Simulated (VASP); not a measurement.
# Os (P6_3/mmc) in VASP: notebook

Os is run at these levels: PBEsol; tasks: single point, relaxation of volume and atoms at fixed shape.

Everything below comes from runs of VASP 6.6.1. Logs are shortened: lines on timing, memory, paths and dates and some standing lists are left out, and cuts for length are marked.

### Step 1. The cell of the first run

Symmetry: P6_3/mmc, No. 194, hexagonal system. Conventional cell: a = 2.728 Å, b = 2.728 Å, c = 4.309 Å, α = 90.00°, β = 90.00°, γ = 120.00°. Within 3.5 Å of Os (site symmetry -6m2) lie 12 Os at 2.67 to 2.73 Å.

### Step 2. Single point, PBEsol

The input, INCAR:

```
SYSTEM = Os
  PREC = Accurate
  ENCUT = 520
  EDIFF = 1E-6
  ISMEAR = -1
  SIGMA = 0.05
  LREAL = .FALSE.
  LASPH = .TRUE.
  NELM = 80
  ALGO = Normal
  ISIF = 2
  LWAVE = .FALSE.
  LCHARG = .FALSE.
  GGA = PS
  NBANDS = 15
```

The input, KPOINTS:

```
regular mesh
0
G
  9 9 5
  0 0 0
```

The input, POSCAR:

```
Os
1.0
    2.7275382989      0.0000000000      0.0000000000
   -1.3637691494      2.3621174566      0.0000000000
    0.0000000000      0.0000000000      4.3093329908
Os
2
Direct
    0.3333333333      0.6666666667      0.2500000000
    0.6666666667      0.3333333333      0.7500000000
```

Potentials or basis: VASP PAW PBE potentials, release 64 (Os).

The run is started by

```
$ cat potpaw_PBE.64/Os/POTCAR > POTCAR
$ mpirun -np 1 vasp_std > vasp.out
```

OUTCAR:

```text
SYSTEM = Os
   PREC = Accurate
   ENCUT = 520
   EDIFF = 1E-6
   ISMEAR = -1
   LREAL = .FALSE.
   LASPH = .TRUE.
   NELM = 80
   ISIF = 2
   GGA = PS

 ion  position               nearest neighbor table
   1  0.333  0.667  0.250-   2 2.67   2 2.67   2 2.67   2 2.67   2 2.67   2 2.67
   2  0.667  0.333  0.750-   1 2.67   1 2.67   1 2.67   1 2.67   1 2.67   1 2.67

  LATTYP: Found a hexagonal cell.
 ALAT       =     2.7275382989
 C/A-ratio  =     1.5799349151

  Lattice vectors:

 A1 = (   2.7275382989,   0.0000000000,   0.0000000000)
 A2 = (  -1.3637691494,   2.3621174566,   0.0000000000)
 A3 = (   0.0000000000,   0.0000000000,   4.3093329908)

Analysis of symmetry for initial positions (statically):
=====================================================================
 Subroutine PRICEL returns:
 Original cell was already a primitive cell.

 Routine SETGRP: Setting up the symmetry group for a
 hexagonal supercell.

 Subroutine GETGRP returns: Found 24 space group operations
 (whereof 12 operations were pure point group operations)
 out of a pool of 24 trial point group operations.

The static configuration has the point symmetry D_3d.
 The point group associated with its full space group is D_6h.

Analysis of symmetry for dynamics (positions and initial velocities):
=====================================================================
 Subroutine PRICEL returns:
 Original cell was already a primitive cell.

 Routine SETGRP: Setting up the symmetry group for a
 hexagonal supercell.

 Subroutine GETGRP returns: Found 24 space group operations
 (whereof 12 operations were pure point group operations)
 out of a pool of 24 trial point group operations.

The dynamic configuration has the point symmetry D_3d.
 The point group associated with its full space group is D_6h.

 Subroutine INISYM returns: Found 24 space group operations
 (whereof 12 operations are pure point group operations),
 and found     1 'primitive' translations

----------------------------------------------------------------------------------------

                                     Primitive cell

  volume of cell :      27.7640

  direct lattice vectors                    reciprocal lattice vectors
     2.727538299  0.000000000  0.000000000     0.366630966  0.211674487  0.000000000
    -1.363769149  2.362117457  0.000000000     0.000000000  0.423348973  0.000000000
     0.000000000  0.000000000  4.309332991     0.000000000  0.000000000  0.232054474

  length of vectors
     2.727538299  2.727538299  4.309332991     0.423348973  0.423348973  0.232054474

  position of ions in fractional coordinates (direct lattice)
     0.333333333  0.666666667  0.250000000
     0.666666667  0.333333333  0.750000000

  ion indices of the primitive-cell ions
   primitive index   ion index
                 1           1
                 2           2

----------------------------------------------------------------------------------------

 KPOINTS: regular mesh

Automatic generation of k-mesh.
 Grid dimensions read from file:
 generate k-points for:    9    9    5

 Generating k-lattice:

  Cartesian coordinates                     Fractional coordinates (reciprocal lattice)
     0.040736774  0.023519387  0.000000000     0.111111111  0.000000000  0.000000000
     0.000000000  0.047038775  0.000000000     0.000000000  0.111111111  0.000000000
     0.000000000  0.000000000  0.046410895     0.000000000  0.000000000  0.200000000

  Length of vectors
     0.047038775  0.047038775  0.046410895

  Shift w.r.t. Gamma in fractional coordinates (k-lattice)
     0.000000000  0.000000000  0.000000000

 Subroutine IBZKPT returns following result:
 ===========================================

 Found     36 irreducible k-points:

 Following reciprocal coordinates:
            Coordinates               Weight
  0.000000  0.000000  0.000000      1.000000
  0.111111 -0.000000  0.000000      6.000000
  0.222222 -0.000000  0.000000      6.000000
  0.333333 -0.000000  0.000000      6.000000
  0.444444 -0.000000  0.000000      6.000000
  0.111111  0.111111  0.000000      6.000000
[... 16 lines left out ...]
  0.333333  0.222222  0.200000     24.000000
  0.333333  0.333333  0.200000      4.000000
 [... further k-points ...]
   k-points           NKPTS =     36   k-points in BZ     NKDIM =     36   number of bands    NBANDS=     15
   number of dos      NEDOS =    301   number of ions     NIONS =      2
   total plane-waves  NPLWV =  12800
   dimension x,y,z NGX =    20 NGY =   20 NGZ =   32
   dimension x,y,z NGXF=    40 NGYF=   40 NGZF=   64
   ions per type =               2
   NGX,Y,Z   is equivalent  to a cutoff of  12.19, 12.19, 12.34 a.u.
   NGXF,Y,Z  is equivalent  to a cutoff of  24.38, 24.38, 24.69 a.u.
 SYSTEM =  Os
   PREC   = accura    normal or accurate (medium, high low for compatibility)
   ISTART =      0    job   : 0-new  1-cont  2-samecut
   ICHARG =      2    charge: 1-file 2-atom 10-const
   ISPIN  =      1    spin polarized calculation?
   LNONCOLLINEAR =      F non collinear calculations
   LSORBIT =      F    spin-orbit coupling
   LASPH  =      T    aspherical Exc in radial PAW
   ENCUT  =  520.0 eV  38.22 Ry    6.18 a.u.   5.07  5.07  8.01*2*pi/ulx,y,z
   NELM   =     80;   NELMIN=  2; NELMDL= -5     # of ELM steps
   EDIFF  = 0.1E-05   stopping-criterion for ELM
   LREAL  =      F    real-space projection
   EDIFFG = 0.1E-04   stopping-criterion for IOM
   NSW    =      0    number of steps for IOM
   IBRION =     -1    ionic relax: 0-MD 1-quasi-New 2-CG
   NFREE  =      0    steps in history (QN), initial steepest desc. (CG)
   ISIF   =      2    stress and relaxation
   ISYM   =      2    0-nonsym 1-usesym 2-fastsym
   POTIM  = 0.5000    time-step for ionic-motion
   TEBEG  =    0.0;   TEEND  =   0.0 temperature during run
   PSTRESS=    0.0 pullay stress
   NELECT =      16.0000    total number of electrons
   NUPDOWN=      -1.0000    fix difference up-down
   EMIN   =  10.00;   EMAX   =-10.00  energy-range for DOS
   EFERMI =   0.00;   METHOD = LEGACY
   ISMEAR =    -1;   SIGMA  =   0.05  broadening in eV -4-tet -1-fermi 0-gaus
   EFERMI_NEDOS =   21; number of points for ismear=-14 and -15
   IALGO  =     38    algorithm
   IMIX   =      4    mixing-type and parameters
     AMIX     =   0.40;   BMIX     =  1.00
     AMIX_MAG =   1.60;   BMIX_MAG =  1.00
  volume/ion in A,a.u.               =      13.88        93.68
  Fermi-wavevector in a.u.,A,eV,Ry     =   1.362346  2.574460 25.252224  1.855986
  Thomas-Fermi vector in A             =   2.488843
   LORBIT       =      0    0 simple, 1 ext, 2 COOP (PROOUT), +10 PAW based schemes
   GGA     = PS    functional components
   LHFCALC =     F    Hartree Fock is set to
   AEXX    =    0.0000 exact exchange contribution
   IVDW    =     0    specifies the selected vdW correction
   LEPSILON=     F    determine dielectric tensor
   LRPA    =     F    only Hartree local field effects (RPA)
 non-spin polarized calculation
  energy-cutoff  :      520.00
  volume of cell :       27.76
 maximum number of plane-waves:       760
   NGX = 11   NGY = 11   NGZ = 17

 number of electron      15.9999998 magnetization

 Free energy of the ion-electron system (eV)
  ---------------------------------------------------
  ext. energy  EPLUGINS =         0.00000000
  ---------------------------------------------------
  free energy    TOTEN  =       -24.51496484 eV

  energy without entropy =      -24.50519842  energy(sigma->0) =      -24.51008163

 E-fermi :   9.6097     XC(G=0): -14.1970

 val. band max:        9.4281836119   @ k =   0.4444   0.1111   0.4000
 cond. band min:       9.6164449101   @ k =   0.1111   0.1111   0.4000
 fundamental gap:      0.1882612982
 Fermi energy:         9.6096882776

 k-point     1 :       0.0000    0.0000    0.0000
  band No.  band energies     occupation
      1      -1.6419      2.00000
      2       1.5218      2.00000
      3       6.3135      2.00000
      4       6.3135      2.00000
      5       6.5833      2.00000
      6       7.1698      2.00000
      7       7.1698      2.00000
      8       7.8475      2.00000
      9       7.8475      2.00000
     10       9.4238      1.95260
     11      11.1419      0.00000
     12      11.1419      0.00000
     13      18.5615      0.00000
     14      23.4505      0.00000
     15      26.2033      0.00000

 k-point     2 :       0.1111   -0.0000    0.0000
  band No.  band energies     occupation
      1      -1.1453      2.00000
      2       1.9533      2.00000
      3       5.5965      2.00000
      4       6.7569      2.00000
      5       6.8541      2.00000
      6       7.0732      2.00000
      7       7.2361      2.00000
      8       7.5112      2.00000
      9       7.5832      2.00000
     10       8.1837      2.00000
     11      11.3710      0.00000
     12      13.2925      0.00000
     13      18.5082      0.00000
     14      24.4407      0.00000
     15      26.8091      0.00000

 k-point     3 :       0.2222   -0.0000    0.0000
  band No.  band energies     occupation
      1       0.1581      2.00000
      2       2.7543      2.00000
      3       4.9691      2.00000
      4       5.2012      2.00000
      5       6.3685      2.00000
      6       6.8302      2.00000
      7       7.5718      2.00000
      8       8.0136      2.00000
      9       8.3021      2.00000
     10       8.7401      2.00000
     11      11.7720      0.00000
     12      16.2762      0.00000
     13      18.2031      0.00000
     14      24.5265      0.00000
     15      26.1554      0.00000
[... 343 lines left out ...]
 k-point    23 :       0.3333    0.2222    0.2000
  band No.  band energies     occupation
      1       2.6970      2.00000
      2       3.6250      2.00000
      3       3.8570      2.00000
      4       4.4961      2.00000
      5       5.7621      2.00000
      6       6.5782      2.00000
      7       7.6867      2.00000
      8      10.2152      0.00001
      9      10.6748      0.00000
     10      11.8777      0.00000
     11      14.4334      0.00000
     12      16.0743      0.00000
     13      18.8157      0.00000
     14      19.5362      0.00000
     15      22.6052      0.00000

 k-point    24 :       0.3333    0.3333    0.2000
  band No.  band energies     occupation
      1       3.1427      2.00000
      2       3.7949      2.00000
      3       3.7949      2.00000
      4       4.7579      2.00000
      5       5.9209      2.00000
      6       5.9209      2.00000
      7       7.9387      2.00000
      8      10.2843      0.00000
      9      11.0458      0.00000
     10      11.0458      0.00000
     11      15.3870      0.00000
     12      15.3870      0.00000
     13      17.8787      0.00000
     14      22.3411      0.00000
     15      22.3411      0.00000

 [... further k-points ...]

------------------------ aborting loop because EDIFF is reached ----------------------------------------

  FORCE on cell =-STRESS in cart. coord.  units (eV):
  Direction    XX          YY          ZZ          XY          YZ          ZX
  --------------------------------------------------------------------------------------
  -------------------------------------------------------------------------------------
  Total        0.0365489      0.0365489      0.1942129      0.0000000     -0.0000000      0.0000000
  in kB        2.1091240      2.1091240     11.2074336      0.0000000     -0.0000000      0.0000000
  external PRESSURE =       5.1418939 kB  Pullay stress =       0.0000000 kB

 VOLUME and BASIS-vectors are now :
 -----------------------------------------------------------------------------
  energy-cutoff  :      520.00
  volume of cell :       27.76
      direct lattice vectors                 reciprocal lattice vectors
     2.727538299  0.000000000  0.000000000     0.366630966  0.211674487  0.000000000
    -1.363769149  2.362117457  0.000000000     0.000000000  0.423348973  0.000000000
     0.000000000  0.000000000  4.309332991     0.000000000  0.000000000  0.232054474

 POSITION                                       TOTAL-FORCE (eV/Angst)
 -----------------------------------------------------------------------------------
     -0.00000      1.57474      1.07733         0.000000     -0.000000      0.000000
      1.36377      0.78737      3.23200        -0.000000      0.000000      0.000000
 -----------------------------------------------------------------------------------
    total drift:                                0.000000     -0.000000     -0.000000

  FREE ENERGIE OF THE ION-ELECTRON SYSTEM (eV)
  ---------------------------------------------------
  free  energy   TOTEN  =       -24.5149648432 eV

  energy  without entropy=      -24.5051984200  energy(sigma->0) =      -24.51008163
```

Wall time 17 s (1 thread of AMD EPYC 7R13, shared host); peak memory 0.11 GiB.

What came out:

| Property | Result |
| --- | --- |
| Free energy | -24.5150 eV |
| Pressure | 0.5 GPa |
| Band gap on the k mesh | zero (bands 8 and 9 overlap by 3.90 eV) |

Caveat: the PAW data sets were made with another functional, which shifts forces and pressure a little; spin-orbit coupling is left out, which moves the levels of the heavy elements.

### Step 3. Relaxation of volume and atoms at fixed shape, PBEsol

This run uses another cell than the first one, of 13.98 Å³/atom.

The input, INCAR:

```
ALGO = Normal
EDIFF = 1E-6
EDIFFG = -0.01
ENCUT = 600
GGA = PS
IBRION = 2
ISIF = 8
ISMEAR = -1
LASPH = T
LCHARG = F
LREAL = F
LWAVE = F
NELM = 100
NSW = 60
PREC = Accurate
SIGMA = 0.05
```

The input, KPOINTS:

```
k-points
0
Gamma
  9 9 5
```

The input, POSCAR:

```
Os
1.0
    2.7341000000      0.0000000000      0.0000000000
   -1.3670500000      2.3678000000      0.0000000000
    0.0000000000      0.0000000000      4.3197000000
Os
2
Direct
    0.3333333333      0.6666666667      0.2500000000
    0.6666666667      0.3333333333      0.7500000000
```

Potentials or basis: VASP PAW PBE potentials, release 64 (Os).

The run is started by

```
$ cat potpaw_PBE.64/Os/POTCAR > POTCAR
$ mpirun -np 1 vasp_std > vasp.out
```

Wall time 58 s (1 thread of AMD EPYC 7R13, shared host); peak memory 0.14 GiB.

The run converged. Its results:

```yaml
Free_energy: -24.5159 eV
Relaxed_volume: 13.90 Å³/atom
Relaxed_cell: a = 2.729 Å, b = 2.729 Å, c = 4.312 Å, α = 90.00°, β = 90.00°, γ = 120.00°
Space_group_after_relaxing_to_0.1_Å: P6_3/mmc (No. 194)
Energy_gained_by_relaxing: 0.6 meV/atom
Ionic_steps: 3
Pressure_after_relaxing: 0.0 GPa
Band_gap_on_the_k_mesh: zero (bands 8 and 9 overlap by 3.89 eV)
```

Stress tensor (GPa, compression positive):
```
-0.31  0.00  0.00
 0.00 -0.31  0.00
 0.00  0.00  0.56
```

Step by step:
```tsv
step	energy change (eV)	largest force (eV/Å)	pressure (GPa)	volume (Å³)
1	0.0000	0.0000	-2.51	27.96
2	0.0256	0.0000	12.36	27.09
3	-0.0013	0.0000	-0.02	27.81
```

Final structure:
```xyz
2
Lattice="2.7289 0.0000 0.0000 -1.3645 2.3633 0.0000 0.0000 0.0000 4.3115" Properties=species:S:1:pos:R:3 pbc="T T T"
Os    0.0000    1.5755    1.0779
Os    1.3645    0.7878    3.2336
```

Levels at points of the mesh, in eV from the Fermi level:
| k point | band 5 | band 6 | band 7 | band 8 | band 9 | band 10 | band 11 | band 12 |
| --- | --- | --- | --- | --- | --- | --- | --- | --- |
| (0.00, 0.00, 0.00) | -3.02 | -2.43 | -2.43 | -1.76 | -1.76 | -0.19 | 1.53 | 1.53 |

Caveat: the PAW data sets were made with another functional, which shifts forces and pressure a little; spin-orbit coupling is left out, which moves the levels of the heavy elements.
